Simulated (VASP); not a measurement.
# Te (P3_121) in VASP: single point with PBE

Aim: the single point of Te with PBE.

Everything below comes from runs of VASP 6.6.1. Logs are shortened: lines on timing, memory, paths and dates and some standing lists are left out, and cuts for length are marked.

**1. The cell of the first run**

It takes space group P3_121 (No. 152, trigonal). Conventional cell: a = 4.454 Å, b = 4.454 Å, c = 5.924 Å, α = 90.00°, β = 90.00°, γ = 120.00°. Within 3.8 Å of Te (site symmetry 2) lie 6 Te at 2.86 to 3.47 Å.

**2. Single point, PBE**

File INCAR:

```
SYSTEM = Te
ALGO = Normal ; EDIFF = 1E-6
ENCUT = 500 ; GGA = PE
GGA_COMPAT = .False. ; ISIF = 2
ISMEAR = 0 ; LASPH = .True.
LCHARG = .True. ; LELF = .True.
LREAL = .False. ; LVHAR = .True.
LWAVE = .False. ; NBANDS = 16
NELM = 120 ; PREC = Accurate
SIGMA = 0.1
```

File KPOINTS:

```
k-points
0
Gamma
  6 6 4
  0 0 0
```

File POSCAR:

```
Te
1.0
    4.4540000000      0.0000000000      0.0000000000
   -2.2270000000      3.8572771485      0.0000000000
    0.0000000000      0.0000000000      5.9240000000
Te
3
Direct
    0.2690000000      0.0000000000      0.3333333333
    0.0000000000      0.2690000000      0.6666666667
    0.7310000000      0.7310000000      0.0000000000
```

Potentials or basis: VASP PAW PBE potentials, release 64 (Te).

On the command line:

```console
$ cat potpaw_PBE.64/Te/POTCAR > POTCAR
$ mpirun -np 1 vasp_std > vasp.out
```

OUTCAR:

```text
SYSTEM = Te
   EDIFF = 1E-6
   ENCUT = 500
   GGA = PE
   ISIF = 2
   ISMEAR = 0
   LASPH = .True.
   LREAL = .False.
   NELM = 120
   PREC = Accurate

 ion  position               nearest neighbor table
   1  0.269  0.000  0.333-   3 2.86   2 2.86   3 3.47   3 3.47   2 3.47   2 3.47
   2  0.000  0.269  0.667-   3 2.86   1 2.86   3 3.47   3 3.47   1 3.47   1 3.47
   3  0.731  0.731  0.000-   1 2.86   2 2.86   1 3.47   2 3.47   2 3.47   1 3.47

  LATTYP: Found a hexagonal cell.
 ALAT       =     4.4540000000
 C/A-ratio  =     1.3300404131

  Lattice vectors:

 A1 = (   4.4540000000,   0.0000000000,   0.0000000000)
 A2 = (  -2.2270000000,   3.8572771485,   0.0000000000)
 A3 = (   0.0000000000,   0.0000000000,   5.9240000000)

Analysis of symmetry for initial positions (statically):
=====================================================================
 Subroutine PRICEL returns:
 Original cell was already a primitive cell.

 Routine SETGRP: Setting up the symmetry group for a
 hexagonal supercell.

 Subroutine GETGRP returns: Found  6 space group operations
 (whereof  2 operations were pure point group operations)
 out of a pool of 24 trial point group operations.

The static configuration has the point symmetry C_2 .
 The point group associated with its full space group is D_3 .

Analysis of symmetry for dynamics (positions and initial velocities):
=====================================================================
 Subroutine PRICEL returns:
 Original cell was already a primitive cell.

 Routine SETGRP: Setting up the symmetry group for a
 hexagonal supercell.

 Subroutine GETGRP returns: Found  6 space group operations
 (whereof  2 operations were pure point group operations)
 out of a pool of 24 trial point group operations.

The dynamic configuration has the point symmetry C_2 .
 The point group associated with its full space group is D_3 .

 Subroutine INISYM returns: Found  6 space group operations
 (whereof  2 operations are pure point group operations),
 and found     1 'primitive' translations

----------------------------------------------------------------------------------------

                                     Primitive cell

  volume of cell :     101.7762

  direct lattice vectors                    reciprocal lattice vectors
     4.454000000  0.000000000  0.000000000     0.224517288  0.129625117  0.000000000
    -2.227000000  3.857277149  0.000000000     0.000000000  0.259250233  0.000000000
     0.000000000  0.000000000  5.924000000     0.000000000  0.000000000  0.168804862

  length of vectors
     4.454000000  4.454000000  5.924000000     0.259250233  0.259250233  0.168804862

  position of ions in fractional coordinates (direct lattice)
     0.269000000  0.000000000  0.333333333
     0.000000000  0.269000000  0.666666667
     0.731000000  0.731000000  0.000000000

  ion indices of the primitive-cell ions
   primitive index   ion index
                 1           1
                 2           2
                 3           3

----------------------------------------------------------------------------------------

 KPOINTS: k-points

Automatic generation of k-mesh.
 Grid dimensions read from file:
 generate k-points for:    6    6    4

 Generating k-lattice:

  Cartesian coordinates                     Fractional coordinates (reciprocal lattice)
     0.037419548  0.021604186  0.000000000     0.166666667  0.000000000  0.000000000
     0.000000000  0.043208372  0.000000000     0.000000000  0.166666667  0.000000000
     0.000000000  0.000000000  0.042201215     0.000000000  0.000000000  0.250000000

  Length of vectors
     0.043208372  0.043208372  0.042201215

  Shift w.r.t. Gamma in fractional coordinates (k-lattice)
     0.000000000  0.000000000  0.000000000

 Subroutine IBZKPT returns following result:
 ===========================================

 Found     24 irreducible k-points:

 Following reciprocal coordinates:
            Coordinates               Weight
  0.000000  0.000000  0.000000      1.000000
  0.166667  0.000000  0.000000      6.000000
  0.333333  0.000000  0.000000      6.000000
  0.500000  0.000000  0.000000      3.000000
  0.166667  0.166667  0.000000      6.000000
  0.333333  0.166667  0.000000     12.000000
[... 16 lines left out ...]
  0.333333  0.166667  0.500000     12.000000
  0.333333  0.333333  0.500000      2.000000
   k-points           NKPTS =     24   k-points in BZ     NKDIM =     24   number of bands    NBANDS=     16
   number of dos      NEDOS =    301   number of ions     NIONS =      3
   total plane-waves  NPLWV =  49152
   dimension x,y,z NGX =    32 NGY =   32 NGZ =   48
   dimension x,y,z NGXF=    64 NGYF=   64 NGZF=   96
   ions per type =               3
   NGX,Y,Z   is equivalent  to a cutoff of  11.94, 11.94, 13.47 a.u.
   NGXF,Y,Z  is equivalent  to a cutoff of  23.89, 23.89, 26.94 a.u.
 SYSTEM =  Te
   PREC   = accura    normal or accurate (medium, high low for compatibility)
   ISTART =      0    job   : 0-new  1-cont  2-samecut
   ICHARG =      2    charge: 1-file 2-atom 10-const
   ISPIN  =      1    spin polarized calculation?
   LNONCOLLINEAR =      F non collinear calculations
   LSORBIT =      F    spin-orbit coupling
   LASPH  =      T    aspherical Exc in radial PAW
   ENCUT  =  500.0 eV  36.75 Ry    6.06 a.u.   8.12  8.12 10.80*2*pi/ulx,y,z
   NELM   =    120;   NELMIN=  2; NELMDL= -5     # of ELM steps
   EDIFF  = 0.1E-05   stopping-criterion for ELM
   LREAL  =      F    real-space projection
   EDIFFG = 0.1E-04   stopping-criterion for IOM
   NSW    =      0    number of steps for IOM
   IBRION =     -1    ionic relax: 0-MD 1-quasi-New 2-CG
   NFREE  =      0    steps in history (QN), initial steepest desc. (CG)
   ISIF   =      2    stress and relaxation
   ISYM   =      2    0-nonsym 1-usesym 2-fastsym
   POTIM  = 0.5000    time-step for ionic-motion
   TEBEG  =    0.0;   TEEND  =   0.0 temperature during run
   PSTRESS=    0.0 pullay stress
   NELECT =      18.0000    total number of electrons
   NUPDOWN=      -1.0000    fix difference up-down
   EMIN   =  10.00;   EMAX   =-10.00  energy-range for DOS
   EFERMI =   0.00;   METHOD = LEGACY
   ISMEAR =     0;   SIGMA  =   0.10  broadening in eV -4-tet -1-fermi 0-gaus
   EFERMI_NEDOS =   21; number of points for ismear=-14 and -15
   IALGO  =     38    algorithm
   IMIX   =      4    mixing-type and parameters
     AMIX     =   0.40;   BMIX     =  1.00
     AMIX_MAG =   1.60;   BMIX_MAG =  1.00
  volume/ion in A,a.u.               =      33.93       228.94
  Fermi-wavevector in a.u.,A,eV,Ry     =   0.918933  1.736531 11.489263  0.844437
  Thomas-Fermi vector in A             =   2.044070
   LORBIT       =      0    0 simple, 1 ext, 2 COOP (PROOUT), +10 PAW based schemes
   GGA     = PE    functional components
   LHFCALC =     F    Hartree Fock is set to
   AEXX    =    0.0000 exact exchange contribution
   IVDW    =     0    specifies the selected vdW correction
   LEPSILON=     F    determine dielectric tensor
   LRPA    =     F    only Hartree local field effects (RPA)
 non-spin polarized calculation
 Gauss-broadening in eV      SIGMA  =   0.10
  energy-cutoff  :      500.00
  volume of cell :      101.78
 maximum number of plane-waves:      2608
   NGX = 17   NGY = 17   NGZ = 21

 number of electron      18.0000001 magnetization

 Free energy of the ion-electron system (eV)
  ---------------------------------------------------
  ext. energy  EPLUGINS =         0.00000000
  ---------------------------------------------------
  free energy    TOTEN  =        -9.41254134 eV

  energy without entropy =       -9.41148341  energy(sigma->0) =       -9.41201238

 E-fermi :   6.0557     XC(G=0):  -9.0715

 val. band max:        5.9560856073   @ k =   0.3333   0.3333   0.5000
 cond. band min:       6.1262216409   @ k =   0.3333   0.3333   0.5000
 fundamental gap:      0.1701360336
 Fermi energy:         6.0556501572

 k-point     1 :       0.0000    0.0000    0.0000
  band No.  band energies     occupation
      1      -7.6620      2.00000
      2      -4.3593      2.00000
      3      -4.3593      2.00000
      4       2.8946      2.00000
      5       3.2080      2.00000
      6       3.2080      2.00000
[... 8 lines left out ...]
     15      11.9409      0.00000
     16      12.2250      0.00000

 k-point     2 :       0.1667    0.0000    0.0000
  band No.  band energies     occupation
      1      -7.4763      2.00000
      2      -4.4254      2.00000
      3      -4.3090      2.00000
      4       1.8409      2.00000
      5       2.4865      2.00000
      6       2.8402      2.00000
[... 8 lines left out ...]
     15      12.0752      0.00000
     16      12.5011      0.00000

 k-point     3 :       0.3333    0.0000    0.0000
  band No.  band energies     occupation
      1      -6.9887      2.00000
      2      -4.7545      2.00000
      3      -4.1942      2.00000
      4       1.1170      2.00000
      5       1.7557      2.00000
      6       2.3512      2.00000
[... 8 lines left out ...]
     15      12.9945      0.00000
     16      13.8190      0.00000

 k-point     4 :       0.5000    0.0000    0.0000
  band No.  band energies     occupation
      1      -6.6087      2.00000
      2      -5.1028      2.00000
      3      -4.1297      2.00000
      4       1.1087      2.00000
      5       1.5424      2.00000
      6       2.3627      2.00000
[... 8 lines left out ...]
     15      14.5831      0.00000
     16      14.8765      0.00000
[... 324 lines left out ...]
 k-point    22 :       0.1667    0.1667    0.5000
  band No.  band energies     occupation
      1      -6.3902      2.00000
      2      -6.2923      2.00000
      3      -3.2474      2.00000
      4       1.3676      2.00000
      5       2.0952      2.00000
      6       2.2495      2.00000
[... 8 lines left out ...]
     15      12.5119      0.00000
     16      12.7470      0.00000

 k-point    23 :       0.3333    0.1667    0.5000
  band No.  band energies     occupation
      1      -6.0925      2.00000
      2      -5.8629      2.00000
      3      -3.9405      2.00000
      4       0.5721      2.00000
      5       1.5131      2.00000
      6       1.6870      2.00000
[... 8 lines left out ...]
     15      12.7134      0.00000
     16      13.4522      0.00000

 k-point    24 :       0.3333    0.3333    0.5000
  band No.  band energies     occupation
      1      -5.8390      2.00000
      2      -5.8390      2.00000
      3      -4.1395      2.00000
      4       0.7820      2.00000
      5       0.9416      2.00000
      6       0.9416      2.00000
[... 8 lines left out ...]
     15      12.4279      0.00000
     16      12.9799      0.00000

------------------------ aborting loop because EDIFF is reached ----------------------------------------

  FORCE on cell =-STRESS in cart. coord.  units (eV):
  Direction    XX          YY          ZZ          XY          YZ          ZX
  --------------------------------------------------------------------------------------
  -------------------------------------------------------------------------------------
  Total        0.8473898      0.8473898      1.1144203     -0.0000000     -0.0000000      0.0000000
  in kB       13.3397506     13.3397506     17.5433892     -0.0000000     -0.0000000      0.0000000
  external PRESSURE =      14.7409635 kB  Pullay stress =       0.0000000 kB

 VOLUME and BASIS-vectors are now :
 -----------------------------------------------------------------------------
  energy-cutoff  :      500.00
  volume of cell :      101.78
      direct lattice vectors                 reciprocal lattice vectors
     4.454000000  0.000000000  0.000000000     0.224517288  0.129625117  0.000000000
    -2.227000000  3.857277149  0.000000000     0.000000000  0.259250233  0.000000000
     0.000000000  0.000000000  5.924000000     0.000000000  0.000000000  0.168804862

 POSITION                                       TOTAL-FORCE (eV/Angst)
 -----------------------------------------------------------------------------------
      1.19813      0.00000      1.97467         0.151345      0.000000     -0.000000
     -0.59906      1.03761      3.94933        -0.075673      0.131069      0.000000
      1.62794      2.81967      0.00000        -0.075673     -0.131069      0.000000
 -----------------------------------------------------------------------------------
    total drift:                                0.000000     -0.000000      0.000000

  FREE ENERGIE OF THE ION-ELECTRON SYSTEM (eV)
  ---------------------------------------------------
  free  energy   TOTEN  =        -9.4125413427 eV

  energy  without entropy=       -9.4114834084  energy(sigma->0) =       -9.41201238
```

Run time: 16 s. Hardware: 1 thread of AMD EPYC 9R45 (Zen 5), shared host; peak memory 0.18 GiB.

What came out:

- Free energy: -9.4125 eV
- Pressure: 1.5 GPa
- Largest force: 0.151 eV/Å
- Band gap on the k mesh: 0.17 eV

Forces on the atoms (eV/Å):
```
Te   0.151  0.000  0.000
Te  -0.076  0.131  0.000
Te  -0.076 -0.131  0.000
```

Caveat: semilocal functionals underestimate gaps, and a narrow one can read as zero; spin-orbit coupling is left out, which moves the levels of the heavy elements. A k mesh can miss the band edges.
